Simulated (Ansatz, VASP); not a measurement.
# CuO: VASP beside Ansatz

```
Cu O
1.0
     2.08142   -2.08242    0.16296
     2.08142    2.08242    0.16296
    -0.40353    0.00000    5.13527
Cu O
2 2
Direct
  0.00000 0.50000 0.00000
  0.50000 0.00000 0.50000
  0.50008 0.49992 0.25000
  0.49992 0.50008 0.75000
```

Alike in both runs: functional PBE; k mesh 16 × 16 × 8; occupations gaussian, width 0.1 eV; no spin polarisation.

Ansatz relaxed the structure, and its values are those at the end. VASP's run is a single point on that final structure, the one shown.

|  | VASP | Ansatz |
| --- | --- | --- |
| version | VASP 6.6.1 | Ansatz 0.2.0 |
| potentials or method | VASP PAW PBE potentials, release 64 (Cu, O), cutoff 520 eV | scalar-relativistic, plane waves, PAW |
| valence electrons in the cell | 34 | 50 |

```tsv
	VASP	Ansatz	Ansatz less VASP
gap on the k mesh at the Fermi level (eV)	none	none	-
pressure (GPa)	0.7	0.0	-0.70
```

A gap of «none» marks a metal or a gap that the smearing closes. VASP's potentials hold 34 valence electrons a cell and Ansatz's 50, so a difference there can come from the potentials and not from the codes.
